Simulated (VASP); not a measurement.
**Mg: single point with r2SCAN**

The system is Mg.

```
CELL_PARAMETERS angstrom
3.15208 0.00000 0.00000
-1.57604 2.72978 0.00000
0.00000 0.00000 5.26106
ATOMIC_POSITIONS crystal
Mg 0.66667 0.33333 0.75000
Mg 0.33333 0.66667 0.25000
```

```json
{
  "Program": "VASP 6.6.1",
  "Task": "single point",
  "Functional": "r2SCAN",
  "Potentials or basis": "VASP PAW PBE potentials, release 64 (Mg)",
  "Cutoff": "520 eV",
  "k mesh": "10 × 10 × 5",
  "Occupations": "fermi-dirac, width 0.05 eV",
  "Spin": "no spin polarisation",
  "Dipole correction": "no",
  "Further INCAR settings": "ALGO = Normal; EDIFF = 1e-06; NBANDS = 9"
}
```

```json
{
 "Pressure": "-0.3 GPa",
 "Band gap on the k mesh": "zero (bands 2 and 3 overlap by 1.97 eV)"
}
```

Levels at points of the mesh, in eV from the Fermi level:
| k point | band 1 | band 2 | band 3 | band 4 | band 5 | band 6 | band 7 |
| --- | --- | --- | --- | --- | --- | --- | --- |
| (0.00, 0.00, 0.00) | -7.52 | -2.16 | -1.53 | 12.03 | 12.03 | 12.29 | 12.29 |
| (0.50, 0.00, 0.00) | -2.39 | -2.18 | 2.73 | 2.99 | 3.35 | 3.88 | 7.69 |

It took 38 s on 1 thread of Intel(R) Xeon(R) Platinum 8259CL CPU @ 2.50GHz (Skylake/Cascade Lake), with other jobs on the host, peak memory 0.17 GiB.

Caveat: the PAW data sets were made with another functional, which shifts forces and pressure a little.
